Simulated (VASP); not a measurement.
A run of VASP 6.6.1:

File INCAR:

```
ALGO = Normal
EDIFF = 1E-6
ENCUT = 520
GGA = PE
ISIF = 2
ISMEAR = -1
LASPH = True
LCHARG = False
LREAL = False
LWAVE = False
NBANDS = 36
NELM = 100
PREC = Accurate
SIGMA = 0.1
```

Contents of KPOINTS:

```
k-points
0
Gamma
  11 11 3
```

POSCAR

```
Pb
1.0
    3.5734784065      0.0000000000      0.0000000000
   -1.7867392033      3.0947230799      0.0000000000
    0.0000000000      0.0000000000     11.5496763729
Pb
4
Direct
    1.0000000000      1.0000000000      0.0000000000
    1.0000000000      1.0000000000      0.5000000000
    0.3333333333      0.6666666667      0.2500000000
    0.6666666667      0.3333333333      0.7500000000
```

Potentials or basis: VASP PAW PBE potentials, release 64 (Pb_d).

The run is started by

```sh
$ cat potpaw_PBE.64/Pb_d/POTCAR > POTCAR
$ mpirun -np 1 vasp_std > vasp.out
```

Hardware: 1 thread of Intel(R) Xeon(R) 6975P-C (Granite Rapids), on a shared host.

Question: Estimate the wall time of this run.

Answer: It took 52 s on 1 thread of Intel(R) Xeon(R) 6975P-C (Granite Rapids) (shared host), peak memory 0.3 GiB. Counts: scf iterations 11, k points 32.
